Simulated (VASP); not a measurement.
Runs of VASP 6.6.1 on TiO2. The cells are those of the table. 

| cell | gap on the mesh (eV) | pressure (GPa) | largest force (eV/Å) |
| --- | --- | --- | --- |
| a = 2.972, b = 5.163, c = 11.024 Å, angles 67.1, 86.1, 73.3°, 12 atoms | 0.98 | -3.8 | 4.21 |
| a = 2.972, b = 5.163, c = 11.945 Å, angles 58.2, 79.2, 73.3°, 12 atoms | (a) | 1.8 | 4.60 |
| a = 2.972, b = 5.163, c = 11.386 Å, angles 63.1, 85.0, 73.3°, 12 atoms | 0.62 | (b) | 6.56 |
| a = 2.972, b = 5.163, c = 10.344 Å, angles 78.9, 84.5, 73.3°, 12 atoms | 2.15 | 16.9 | 30.40 |
| a = 2.972, b = 5.163, c = 11.331 Å, angles 64.6, 76.1, 73.3°, 12 atoms | 0.80 | -4.9 | 3.67 |

Alike in all rows: task single point; level PBE+D3(BJ); potentials or basis VASP PAW PBE potentials, release 64 (Ti_sv, O); no spin polarisation; k mesh 9 × 6 × 3; cutoff (eV) 600; smearing gaussian 0.05 eV.

Estimate the missing entries.

(a) 1.39; (b) 2.1.

Caveats: forces of over 1 eV/Å act on the atoms, so gaps and moduli don't describe the material at rest; the stress differs along the axes, from -7 to -1 GPa (at least some runs); the stress differs along the axes, from -5 to 6 GPa (at least some runs); the stress differs along the axes, from -4 to 8 GPa (at least some runs); atoms lie so close that the PAW spheres overlap strongly, which falsifies energies and pressures (at least some runs); the stress differs along the axes, from 7 to 23 GPa (at least some runs); the stress differs along the axes, from -7 to -2 GPa (at least some runs).

A k mesh can miss the band edges.
